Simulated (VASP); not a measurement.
A run of VASP 6.6.1 is set up as follows.

Contents of INCAR:

```
SYSTEM = GaP
ALGO = Normal
EDIFF = 1E-6
ENCUT = 500
GGA = PE
GGA_COMPAT = .False.
ISIF = 2
ISMEAR = -1
LASPH = .True.
LCHARG = .False.
LREAL = .False.
LWAVE = .False.
NBANDS = 16
NELM = 120
PREC = Accurate
SIGMA = 0.1
```

The input KPOINTS:

```
k-points
0
Gamma
  15 15 15
  0 0 0
```

The input POSCAR:

```
GaP
1.0
    0.0000000000      2.5803363391      2.5803363391
    2.5803363391      0.0000000000      2.5803363391
    2.5803363391      2.5803363391      0.0000000000
Ga P
1 1
Direct
    0.0000000000      0.0000000000      0.0000000000
    0.5000000000      0.5000000000      0.5000000000
```

Potentials or basis: VASP PAW PBE potentials, release 64 (Ga_d, P).

The run is started by

```sh
$ cat potpaw_PBE.64/Ga_d/POTCAR potpaw_PBE.64/P/POTCAR > POTCAR
$ mpirun -np 1 vasp_std > vasp.out
```

Question: What does it give for the band gap on the k mesh?

Answer: Zero (band 9 reaches 6.92 eV, above the bottom of band 10 at 3.77 eV).

Question: What does it give for the pressure?

Answer: 0.0 GPa.
